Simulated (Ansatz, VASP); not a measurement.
**CdTe in VASP and in Ansatz**

File INCAR:

```
ALGO = Fast
DIPOL = 0.5 0.5 0.506
EDIFF = 1E-6
ENCUT = 520
GGA = PE
IDIPOL = 3
ISIF = 2
ISMEAR = 0
LASPH = T
LCHARG = F
LDIPOL = T
LREAL = F
LWAVE = F
NBANDS = 46
NELM = 80
PREC = Accurate
SIGMA = 0.05
```

Contents of KPOINTS:

```
k-points
0
Gamma
  13 13 1
```

The input POSCAR:

```
CdTe
1.0
    4.5325544700      0.0000000000      0.0000000000
    0.0000000000      4.5325544700      0.0000000000
    0.0000000000      0.0000000000     29.2174999020
Te Cd
4 4
Direct
    0.0000000000      0.5000000000      0.3080345694
    0.5000000000      0.0000000000      0.4177290997
    0.0000000000      0.5000000000      0.5341710084
    0.5000000000      0.0000000000      0.6530694899
    0.5000000000      0.5000000000      0.3628818295
    0.0000000000      0.0000000000      0.4725763699
    0.5000000000      0.5000000000      0.5909988932
    0.0000000000      0.0000000000      0.7115843067
```

Input for Ansatz:

```yaml
crystal:
  lattice:
    - [4.53255447, 0.0, 0.0]
    - [0.0, 4.53255447, 0.0]
    - [0.0, 0.0, 29.217499902]
  atoms:
    - { symbol: Te, position: [0.0, 0.5, 0.3080345694] }
    - { symbol: Cd, position: [0.5, 0.5, 0.3628818295] }
    - { symbol: Te, position: [0.5, 0.0, 0.4177290997] }
    - { symbol: Cd, position: [0.0, 0.0, 0.4725763699] }
    - { symbol: Te, position: [0.0, 0.5, 0.5341710084] }
    - { symbol: Cd, position: [0.5, 0.5, 0.5909988932] }
    - { symbol: Te, position: [0.5, 0.0, 0.6530694899] }
    - { symbol: Cd, position: [0.0, 0.0, 0.7115843067] }
basis:
  ecutwfc: 420.0
  fft_grid_basis: typed
kpoints:
  mp_grid: { grid: [13, 13, 1] }
hamiltonian:
  xc: pbe
  pseudopotentials: { kind: paw }
scf:
  occupations: { method: gaussian, width: 0.05 }
output:
  forces: true
  eigenvalues: true
  band_densities:
    - { e_range: [-2.0, -1.0] }
    - { e_range: [-1.0, -0.5] }
    - { e_range: [-0.5, -0.25] }
    - { e_range: [-0.25, 0.0] }
    - { e_range: [0.0, 0.25] }
    - { e_range: [0.25, 0.5] }
    - { e_range: [0.5, 1.0] }
    - { e_range: [1.0, 1.5] }
  band_residual_tolerance: 1.0e-05
  write_potential: true
  elf: true
  write_density: true
  volumetric_format: npy
efield:
  axis: 3
  dipole_correction: true
  ramp_width: 0.04
checkpoint:
  read: start.run
  write: ck
  compress: false
  write_wavefunctions: false
  write_every: 100000
```

Alike in both runs: task single point; functional PBE; k mesh 13 × 13 × 1; occupations gaussian, width 0.05 eV; no spin polarisation.

|  | VASP | Ansatz |
| --- | --- | --- |
| version | VASP 6.6.1 | Ansatz 0.2.0 |
| potentials or method | VASP PAW PBE potentials, release 64 (Te, Cd), cutoff 520 eV | scalar-relativistic, plane waves, PAW |
| valence electrons in the cell | 72 | 144 |

```tsv
	VASP	Ansatz	Ansatz less VASP
gap on the k mesh at the Fermi level (eV)	none	none	-
rms of the force components (eV/Å)	0.161	0.159	-0.0020
```

A gap of «none» marks a metal or a gap that the smearing closes. The functional is the same, so the differences come from potentials, cutoffs and numerics. VASP's potentials hold 72 valence electrons a cell and Ansatz's 144, so a difference there can come from the potentials and not from the codes. Ansatz's warnings: published levels not confirmed, xc potential rough in thin density.

Neither program's run includes spin-orbit coupling.
